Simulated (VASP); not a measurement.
Crystal: BiSb.

```xyz
2
Lattice="2.2263 1.2853 3.9752 -2.2263 1.2853 3.9752 0.0000 -2.5707 3.9752" Properties=species:S:1:pos:R:3 pbc="T T T"
Sb    0.0000    0.0000    9.1591
Bi    0.0000    0.0000    2.7663
```

Base run:

* Program: VASP 6.6.1
* Functional: LDA
* Potentials or basis: VASP PAW LDA potentials, release 64 (Sb, Bi_d)
* Cutoff: 520 eV
* k mesh: 6 × 6 × 6
* Occupations: methfessel-paxton, width 0.15 eV
* Spin: non-collinear spin, zero start, spin-orbit coupling
* Starting moments: [[0.0, 0.0, 0.0], [0.0, 0.0, 0.0]] μB

Its results: pressure -2.1 GPa; largest force 0.040 eV/Å.

**Question.** The run is repeated on the same cell with these changes: spin from non-collinear spin, zero start, spin-orbit coupling to no spin polarisation; further incar settings from ALGO = Normal; EDIFF = 1e-06; NBANDS = 32 to ALGO = Normal; EDIFF = 1e-06; NBANDS = 17. What comes out?

**Answer.** Pressure -2.7 GPa; largest force 0.065 eV/Å.
